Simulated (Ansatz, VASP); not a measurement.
# CdSe: VASP beside Ansatz

INCAR

```
SYSTEM = CdSe
ALGO     = Normal         ! electronic algorithm
EDIFF    = 1E-6           ! SCF threshold, eV
ENCUT    = 520            ! plane-wave cutoff, eV
GGA      = PS             ! functional
ISIF     = 2              ! what is computed and relaxed
ISMEAR   = -1             ! smearing method
LASPH    = .TRUE.         ! aspherical terms in the spheres
LCHARG   = .FALSE.        ! write CHGCAR
LREAL    = .FALSE.        ! projectors in reciprocal space
LWAVE    = .FALSE.        ! write WAVECAR
NBANDS   = 16             ! bands
NELM     = 80             ! most SCF steps
PREC     = Accurate       ! precision mode
SIGMA    = 0.05           ! smearing width, eV
```

KPOINTS

```
k-points
0
G
  6 6 6
  0 0 0
```

The input POSCAR:

```
CdSe
1.0
    0.0862187400      2.9170673700      2.9170673700
    2.9170673700      0.0862187400      2.9170673700
    2.9170673700      2.9170673700      0.0862187400
Cd Se
1 1
Direct
    0.0000000000      0.0000000000      0.0000000000
    0.5000000000      0.5000000000      0.5000000000
```

Input for Ansatz:

```yaml
crystal:
  lattice:
    - [0.08621874, 2.91706737, 2.91706737]
    - [2.91706737, 0.08621874, 2.91706737]
    - [2.91706737, 2.91706737, 0.08621874]
  atoms:
    - { symbol: Cd, position: [0.0, 0.0, 0.0] }
    - { symbol: Se, position: [0.5, 0.5, 0.5] }
basis:
  ecutwfc: 517.016338673772
kpoints:
  mp_grid:
    grid: [6, 6, 6]
hamiltonian:
  xc: pbesol
  pseudopotentials:
    kind: paw
scf:
  occupations:
    method: fermi_dirac
    width: 0.05
output:
  stress: true
```

Alike in both runs: task single point; functional PBEsol; k mesh 6 × 6 × 6; occupations fermi-dirac, width 0.05 eV; no spin polarisation.

```csv
,VASP,Ansatz
version,VASP 6.6.1,Ansatz 0.2.0
potentials or method,"VASP PAW PBE potentials, release 64 (Cd, Se), cutoff 520 eV","plane waves, PAW"
valence electrons in the cell,18,36
```

```tsv
	VASP	Ansatz	Ansatz less VASP
pressure (GPa)	-3.4	-3.7	-0.35
traceless stress, the component that is largest in VASP (GPa)	-0.75	-0.75	-0.007
```

VASP's potentials were made for PBE, not for PBEsol. VASP's potentials hold 18 valence electrons a cell and Ansatz's 36, so a difference there can come from the potentials and not from the codes.
